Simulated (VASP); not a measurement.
# SnW6 (R-3) in VASP: single point with PBE

Aim: the single point of SnW6 with PBE.

All numbers are computed with VASP 6.6.1; they aren't measurements. Logs are shortened: lines on timing, memory, paths and dates and some standing lists are left out, and cuts for length are marked.

## (1) The cell of the first run

Symmetry: R-3, No. 148, trigonal system. The conventional cell has a = 12.040 Å, b = 12.040 Å, c = 2.805 Å, α = 90.00°, β = 90.00°, γ = 120.00°. Within 3.7 Å of Sn (site symmetry -3) lie 2 Sn at 2.81 Å and 12 W at 2.84 to 3.26 Å. W (site symmetry 1) has 12 W at 2.72 to 3.27 Å and 2 Sn at 2.84 to 3.26 Å within 3.6 Å.

## (2) Single point, PBE

INCAR reads:

```
  ALGO = Fast
  EDIFF = 1E-6
  ENCUT = 520
  GGA = PE
  ISIF = 2
  ISMEAR = 0
  LASPH = True
  LCHARG = True
  LELF = True
  LREAL = False
  LVHAR = True
  LWAVE = False
  NBANDS = 58
  NELM = 80
  PREC = Accurate
  SIGMA = 0.2
```

KPOINTS reads:

```
k-points
0
Gamma
  6 6 6
```

POSCAR reads:

```
SnW6
1.0
    6.0201236871      3.4757200313      0.9350364053
   -6.0201236871      3.4757200313      0.9350364053
    0.0000000000     -6.9514400626      0.9350364053
Sn W
1 6
Direct
    0.0000000000      0.0000000000      0.0000000000
    0.2859501476      0.5782889427      0.1416860415
    0.7140498524      0.4217110573      0.8583139585
    0.5782889427      0.1416860415      0.2859501476
    0.4217110573      0.8583139585      0.7140498524
    0.1416860415      0.2859501476      0.5782889427
    0.8583139585      0.7140498524      0.4217110573
```

Potentials or basis: VASP PAW PBE potentials, release 64 (Sn_d, W_sv).

Launch:

```sh
$ cat potpaw_PBE.64/Sn_d/POTCAR potpaw_PBE.64/W_sv/POTCAR > POTCAR
$ mpirun -np 1 vasp_std > vasp.out
```

OUTCAR:

```text
EDIFF = 1E-6
   ENCUT = 520
   GGA = PE
   ISIF = 2
   ISMEAR = 0
   LASPH = True
   LREAL = False
   NELM = 80
   PREC = Accurate

 ion  position               nearest neighbor table
   1  0.000  0.000  0.000-   6 2.84   7 2.84   2 2.84   3 2.84   4 2.84   5 2.84   7 3.26   6 3.26
                             2 3.26   3 3.26   4 3.26   5 3.26
   2  0.286  0.578  0.142-   6 2.72   4 2.72   3 2.73   5 2.83   7 2.83   1 2.84   3 3.17   6 3.17
                             4 3.17   1 3.26   5 3.27   7 3.27
   3  0.714  0.422  0.858-   7 2.72   5 2.72   2 2.73   4 2.83   6 2.83   1 2.84   2 3.17   7 3.17
                             5 3.17   1 3.26   4 3.27   6 3.27
   4  0.578  0.142  0.286-   2 2.72   6 2.72   5 2.73   3 2.83   7 2.83   1 2.84   5 3.17   2 3.17
                             6 3.17   1 3.26   3 3.27   7 3.27
   5  0.422  0.858  0.714-   3 2.72   7 2.72   4 2.73   2 2.83   6 2.83   1 2.84   4 3.17   3 3.17
                             7 3.17   1 3.26   2 3.27   6 3.27
   6  0.142  0.286  0.578-   2 2.72   4 2.72   7 2.73   5 2.83   3 2.83   1 2.84   7 3.17   2 3.17
                             4 3.17   1 3.26   5 3.27   3 3.27
   7  0.858  0.714  0.422-   3 2.72   5 2.72   6 2.73   4 2.83   2 2.83   1 2.84   6 3.17   3 3.17
                             5 3.17   1 3.26   4 3.27   2 3.27

  LATTYP: Found a trigonal (rhomboedric) cell.
 ALAT       =     7.0140439137
 COS(alpha) =    -0.4733429959

  Lattice vectors:

 A1 = (   6.0201236871,   3.4757200313,   0.9350364053)
 A2 = (  -6.0201236871,   3.4757200313,   0.9350364053)
 A3 = (   0.0000000000,  -6.9514400626,   0.9350364053)

Analysis of symmetry for initial positions (statically):
=====================================================================
 Subroutine PRICEL returns:
 Original cell was already a primitive cell.

 Routine SETGRP: Setting up the symmetry group for a
 trigonal (rhombohedral) supercell.

 Subroutine GETGRP returns: Found  6 space group operations
 (whereof  6 operations were pure point group operations)
 out of a pool of 12 trial point group operations.

The static configuration has the point symmetry S_6 .

Analysis of symmetry for dynamics (positions and initial velocities):
=====================================================================
 Subroutine PRICEL returns:
 Original cell was already a primitive cell.

 Routine SETGRP: Setting up the symmetry group for a
 trigonal (rhombohedral) supercell.

 Subroutine GETGRP returns: Found  6 space group operations
 (whereof  6 operations were pure point group operations)
[... 118 lines left out ...]
   ISIF   =      2    stress and relaxation
   ISYM   =      2    0-nonsym 1-usesym 2-fastsym
   POTIM  = 0.5000    time-step for ionic-motion
   TEBEG  =    0.0;   TEEND  =   0.0 temperature during run
   PSTRESS=    0.0 pullay stress
   NELECT =      98.0000    total number of electrons
   NUPDOWN=      -1.0000    fix difference up-down
   EMIN   =  10.00;   EMAX   =-10.00  energy-range for DOS
   EFERMI =   0.00;   METHOD = LEGACY
   ISMEAR =     0;   SIGMA  =   0.20  broadening in eV -4-tet -1-fermi 0-gaus
   EFERMI_NEDOS =   21; number of points for ismear=-14 and -15
   IALGO  =     68    algorithm
   IMIX   =      4    mixing-type and parameters
     AMIX     =   0.40;   BMIX     =  1.00
     AMIX_MAG =   1.60;   BMIX_MAG =  1.00
  volume/ion in A,a.u.               =      16.77       113.17
  Fermi-wavevector in a.u.,A,eV,Ry     =   1.541488  2.912990 32.329971  2.376186
  Thomas-Fermi vector in A             =   2.647427
   LORBIT       =      0    0 simple, 1 ext, 2 COOP (PROOUT), +10 PAW based schemes
   GGA     = PE    functional components
   LHFCALC =     F    Hartree Fock is set to
   AEXX    =    0.0000 exact exchange contribution
   IVDW    =     0    specifies the selected vdW correction
   LEPSILON=     F    determine dielectric tensor
   LRPA    =     F    only Hartree local field effects (RPA)
 non-spin polarized calculation
 RMM-DIIS sequential band-by-band and
 Gauss-broadening in eV      SIGMA  =   0.20
  energy-cutoff  :      520.00
  volume of cell :      117.39
 maximum number of plane-waves:      3182
 NGX is ok and might be reduce to    54
   NGX = 27   NGY = 27   NGZ = 27

 number of electron      97.9999994 magnetization

 Free energy of the ion-electron system (eV)
  ---------------------------------------------------
  ext. energy  EPLUGINS =         0.00000000
  ---------------------------------------------------
  free energy    TOTEN  =       -79.54266538 eV

  energy without entropy =      -79.45176314  energy(sigma->0) =      -79.49721426

 E-fermi :  11.3518     XC(G=0): -13.2414

 val. band max:       11.3463799529   @ k =  -0.3333  -0.3333   0.1667
 cond. band min:      11.3548764204   @ k =  -0.1667   0.3333   0.1667
 fundamental gap:      0.0084964675
 Fermi energy:        11.3518383713

 k-point     1 :       0.0000    0.0000    0.0000
  band No.  band energies     occupation
      1     -62.8304      2.00000
      2     -62.7525      2.00000
      3     -62.7448      2.00000
      4     -62.7448      2.00000
      5     -62.7323      2.00000
      6     -62.7323      2.00000
[... 1453 lines left out ...]
     57      13.6725      0.00000
     58      13.8655      0.00000

 [... further k-points ...]

------------------------ aborting loop because EDIFF is reached ----------------------------------------

  FORCE on cell =-STRESS in cart. coord.  units (eV):
  Direction    XX          YY          ZZ          XY          YZ          ZX
  --------------------------------------------------------------------------------------
  -------------------------------------------------------------------------------------
  Total       -0.0847168     -0.0847168      0.2628202     -0.0000000      0.0000000      0.0000000
  in kB       -1.1562452     -1.1562452      3.5870658     -0.0000007      0.0000000      0.0000000
  external PRESSURE =       0.4248585 kB  Pullay stress =       0.0000000 kB

 VOLUME and BASIS-vectors are now :
 -----------------------------------------------------------------------------
  energy-cutoff  :      520.00
  volume of cell :      117.39
      direct lattice vectors                 reciprocal lattice vectors
     6.020123687  3.475720031  0.935036405     0.083054772  0.047951695  0.356492358
    -6.020123687  3.475720031  0.935036405    -0.083054772  0.047951695  0.356492358
     0.000000000 -6.951440063  0.935036405     0.000000000 -0.095903390  0.356492358

 POSITION                                       TOTAL-FORCE (eV/Angst)
 -----------------------------------------------------------------------------------
      0.00000      0.00000      0.00000         0.000000      0.000000     -0.000000
     -1.75992      2.01893      0.94058         0.030135     -0.016788      0.037426
      1.75992     -2.01893      1.86453        -0.030135      0.016788     -0.037426
      2.62840      0.51467      0.94058        -0.029607     -0.017704      0.037426
     -2.62840     -0.51467      1.86453         0.029607      0.017704     -0.037426
     -0.86849     -2.53360      0.94058        -0.000529      0.034492      0.037426
      0.86849      2.53360      1.86453         0.000529     -0.034492     -0.037426
 -----------------------------------------------------------------------------------
    total drift:                                0.000000      0.000000      0.000000

  FREE ENERGIE OF THE ION-ELECTRON SYSTEM (eV)
  ---------------------------------------------------
  free  energy   TOTEN  =       -79.5426653773 eV

  energy  without entropy=      -79.4517631362  energy(sigma->0) =      -79.49721426
```

OSZICAR:

```text
N       E                     dE             d eps       ncg     rms          rms(c)
DAV:   1     0.140523962009E+04    0.14052E+04   -0.54626E+04  4672   0.223E+03
DAV:   2     0.478735342906E+02   -0.13574E+04   -0.13311E+04  4648   0.691E+02
DAV:   3    -0.740425971747E+02   -0.12192E+03   -0.11458E+03  5046   0.183E+02
[... 16 lines left out ...]
RMM:  20    -0.795426603251E+02   -0.39048E-05   -0.41409E-05  3677   0.517E-03    0.145E-02
RMM:  21    -0.795426628165E+02   -0.24913E-05   -0.27282E-05  3541   0.460E-03    0.136E-02
RMM:  22    -0.795426641702E+02   -0.13538E-05   -0.17698E-05  3772   0.484E-03    0.116E-02
RMM:  23    -0.795426650761E+02   -0.90590E-06   -0.11189E-05  3542   0.423E-03    0.975E-03
RMM:  24    -0.795426653773E+02   -0.30116E-06   -0.76862E-06  3765   0.495E-03
   1 F= -.79542665E+02 E0= -.79497214E+02  d E =-.909022E-01
```

stdout:

```text
POSCAR found type information on POSCAR SnW
 POSCAR found :  2 types and       7 ions
 scaLAPACK will be used
 LDA part: xc-table for (Slater+PW92), standard interpolation
 POSCAR, INCAR and KPOINTS ok, starting setup
 FFT: planning ... GRIDC
 FFT: planning ... GRID_SOFT
 FFT: planning ... GRID
 WAVECAR not read
 entering main loop
WARNING in EDDRMM: call to ZHEGV failed, returncode =   6  3     42
WARNING in EDDRMM: call to ZHEGV failed, returncode =   8  4     41
WARNING in EDDRMM: call to ZHEGV failed, returncode =   8  4     44
WARNING in EDDRMM: call to ZHEGV failed, returncode =   6  3     40
WARNING in EDDRMM: call to ZHEGV failed, returncode =   6  3     43
```

Wall time 25 min (1 thread of Intel Xeon Platinum 8259CL at 2.50GHz (Skylake/Cascade Lake), shared host); peak memory 0.52 GiB.

What came out:

- Free energy: -79.5427 eV
- Pressure: 0.0 GPa
- Largest force: 0.051 eV/Å
- Band gap on the k mesh: zero (band 49 reaches 11.59 eV, above the bottom of band 50 at 10.85 eV)

Forces on the atoms (eV/Å):
```
Sn   0.000  0.000  0.000
W    0.030 -0.017  0.037
W   -0.030  0.017 -0.037
W   -0.030 -0.018  0.037
W    0.030  0.018 -0.037
W   -0.001  0.034  0.037
W    0.001 -0.034 -0.037
```

Caveat: the k points lie up to 0.39 Å⁻¹ apart; spin-orbit coupling is left out, which moves the levels of the heavy elements.
